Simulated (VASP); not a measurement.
**PbSe: single point with PBE+D3(BJ)**

Crystal: PbSe.

```xyz
2
Lattice="0.0000 3.2306 3.0299 3.2306 0.0000 3.0299 3.2306 3.2306 0.0000" Properties=species:S:1:pos:R:3 pbc="T T T"
Pb    0.0000    0.0000    0.0000
Se    3.2306    3.2306    3.0299
```

```json
{
  "Program": "VASP 6.6.1",
  "Task": "single point",
  "Functional": "PBE",
  "Dispersion": "D3(BJ)",
  "Potentials or basis": "VASP PAW PBE potentials, release 64 (Pb_d, Se)",
  "Cutoff": "520 eV",
  "k mesh": "10 × 10 × 10",
  "Occupations": "gaussian, width 0.03 eV",
  "Spin": "no spin polarisation",
  "Dipole correction": "no",
  "Further INCAR settings": "ALGO = Normal; EDIFF = 1e-07; NBANDS = 17"
}
```

- Pressure: -2.1 GPa
- Band gap on the k mesh: 0.47 eV
- Dispersion energy per atom: -0.337 eV

Stress tensor (GPa, compression positive):
```
-4.06  0.00  0.00
 0.00 -4.06  0.00
 0.00  0.00  1.71
```

Levels at points of the mesh, in eV from the valence-band top:
```tsv
k point	band 6	band 7	band 8	band 9	band 10	band 11	band 12	band 13	band 14	band 15
(0.00, 0.00, 0.00)	-12.86	-6.45	-1.87	-1.31	-1.31	4.03	4.03	5.42	6.58	6.58
(0.50, 0.00, 0.00)	-12.01	-8.36	-1.20	-1.12	0.00	0.47	1.70	2.05	8.37	9.73
(0.50, 0.50, 0.00)	-11.62	-7.39	-4.34	-2.76	-2.76	3.91	5.02	5.02	6.14	10.75
(0.50, 0.00, 0.50)	-11.84	-7.18	-4.20	-2.97	-2.33	4.15	4.65	5.36	6.04	10.26
```

Wall time 2.4 min on 1 thread of Intel Xeon 8259CL, on a shared host, peak memory 0.29 GiB.

Caveat: spin-orbit coupling is left out, which moves the levels of the heavy elements. A k mesh can miss the band edges.
